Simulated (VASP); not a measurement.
Set up this calculation in VASP 6.6.1, as the native input.

```yaml
Task: single point
Functional: LDA
Potentials_or_basis: VASP PAW LDA potentials, release 64 (C, H)
Cutoff: 520 eV
k_mesh: 6 × 3 × 1
Occupations: gaussian, width 0.1 eV
Spin: no spin polarisation
Dipole_correction: yes
Further_INCAR_settings: ALGO = Normal; EDIFF = 1e-07; NBANDS = 38
```

The structure of HC6 lies in POSCAR:

```
HC6
1.0
    4.8889075235      0.0000000000      0.0000000000
   -1.2222268809      8.7842777898      0.0000000000
    0.0000000000      0.0000000000     22.7472999250
C H
12 2
Direct
    0.0193593843      0.0774375370      0.1758450459
    0.5193593842      0.0774375370      0.1758450459
    0.2741992303      0.0967969212      0.2059521363
    0.7741992303      0.0967969212      0.2059521363
    0.2838789224      0.1355156897      0.2661663168
    0.7838789224      0.1355156897      0.2661663168
    0.0386178296      0.1544718076      0.2954947895
    0.5386178296      0.1544718076      0.2954947895
    0.0488209147      0.1952857701      0.3583563417
    0.5488209147      0.1952857701      0.3583563417
    0.3031079910      0.2124325380      0.3845423393
    0.8031079910      0.2124325380      0.3845423393
    0.0488209147      0.1586408620      0.4465277179
    0.0488209147      0.2319306782      0.4465277179
```

One way to write it, as run:

INCAR

```
SYSTEM = HC6
ALGO = Normal ; DIPOL = 0.5 0.5 0.305
EDIFF = 1E-7 ; ENCUT = 520
GGA = CA ; IDIPOL = 3
ISIF = 2 ; ISMEAR = 0
LASPH = .TRUE. ; LCHARG = .TRUE.
LDIPOL = .TRUE. ; LELF = .TRUE.
LREAL = .FALSE. ; LVACPOTAV = .TRUE.
LVHAR = .TRUE. ; LWAVE = .FALSE.
NBANDS = 38 ; NELM = 60
PREC = Accurate ; SIGMA = 0.1
```

KPOINTS

```
k-points
0
G
  6 3 1
  0 0 0
```

Potentials or basis: VASP PAW LDA potentials, release 64 (C, H).

Launch:

```console
$ cat potpaw_LDA.64/C/POTCAR potpaw_LDA.64/H/POTCAR > POTCAR
$ mpirun -np 1 vasp_std > vasp.out
```

It gave:

```yaml
Largest_force: 7.107 eV/Å
Band_gap_on_the_k_mesh: 0.04 eV
```

Wall time 16 min on 1 thread of Intel(R) Xeon(R) Platinum 8124M CPU @ 3.00GHz (Skylake/Cascade Lake), on a shared host, peak memory 0.79 GiB.
